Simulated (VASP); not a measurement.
Wanted: the native input for a VASP 6.6.1 run.

```
Task                   : single point
Functional             : PBE
Potentials or basis    : VASP PAW PBE potentials, release 64 (Mo_sv, Se)
Cutoff                 : 520 eV
k mesh                 : 12 × 12 × 12
Occupations            : gaussian, width 0.1 eV
Spin                   : no spin polarisation
Hubbard terms          : Mo d U = 4.38 eV
Dipole correction      : no
Further INCAR settings : ALGO = Normal; EDIFF = 1e-06; NBANDS = 17
```

The structure of MoSe lies in POSCAR:

```
MoSe
1.0
    0.0000000000      2.8995555161      2.8995555161
    2.8995555161      0.0000000000      2.8995555161
    2.8995555161      2.8995555161      0.0000000000
Mo Se
1 1
Direct
    0.0000000000      0.0000000000      0.0000000000
    0.2500000000      0.2500000000      0.2500000000
```

The input as run:

INCAR

```
ALGO = Normal
EDIFF = 1E-6
ENCUT = 520
GGA = PE
ISIF = 2
ISMEAR = 0
LASPH = T
LCHARG = F
LDAU = T
LDAUJ = 0 0
LDAUL = 2 -1
LDAUPRINT = 1
LDAUTYPE = 2
LDAUU = 4.38 0
LMAXMIX = 4
LREAL = F
LWAVE = F
NBANDS = 17
NELM = 150
PREC = Accurate
SIGMA = 0.1
```

KPOINTS

```
k-points
0
Gamma
  12 12 12
```

Potentials or basis: VASP PAW PBE potentials, release 64 (Mo_sv, Se).

Run with:

```bash
$ cat potpaw_PBE.64/Mo_sv/POTCAR potpaw_PBE.64/Se/POTCAR > POTCAR
$ mpirun -np 1 vasp_std > vasp.out
```

Results of the run:

```yaml
Pressure: 1.3 GPa
Band_gap_on_the_k_mesh: 0.02 eV (least direct gap 0.05 eV)
```

Caveat: the smearing spreads over this small gap.

It took 28 s on 1 thread of Intel(R) Xeon(R) 6975P-C (Granite Rapids), with other jobs on the host, peak memory 0.2 GiB.
